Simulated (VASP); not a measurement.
Here is a VASP 6.6.1 calculation.

The input INCAR:

```
PREC = Accurate
ENCUT = 520
EDIFF = 1E-7
ISMEAR = 0
SIGMA = 0.1
LREAL = False
LASPH = True
NELM = 60
ALGO = Normal
ISIF = 2
LWAVE = False
LCHARG = True
GGA = PE
LELF = True
LVHAR = True
NBANDS = 11
```

The input KPOINTS:

```
Automatic mesh
0
Gamma
  8 8 8
```

Contents of POSCAR:

```
SiC
1.0
    0.0000000000      3.9136268002      2.6782743992
    1.5510216488      0.0000000000      2.6782743992
    1.5510216488      3.9136268002      0.0000000000
Si C
1 1
Direct
    0.6669547820      0.6669547820      0.3330452180
    0.3330452180      0.3330452180      0.6669547820
```

Potentials or basis: VASP PAW PBE potentials, release 64 (Si, C).

The run is started by

```bash
$ cat potpaw_PBE.64/Si/POTCAR potpaw_PBE.64/C/POTCAR > POTCAR
$ mpirun -np 1 vasp_std > vasp.out
```

Task: Estimate the band gap on the k mesh.

Result: 1.38 eV, indirect (least direct gap 2.63 eV).

Task: Predict the pressure.

Result: 0.0 GPa.

Task: Estimate the largest force.

Result: 0.003 eV/Å.

Forces on the atoms (eV/Å):
```
Si   0.000  0.000 -0.003
C    0.000  0.000  0.003
```

A k mesh can miss the band edges. A hybrid or GW would open this gap; PBE tends to underestimate it.
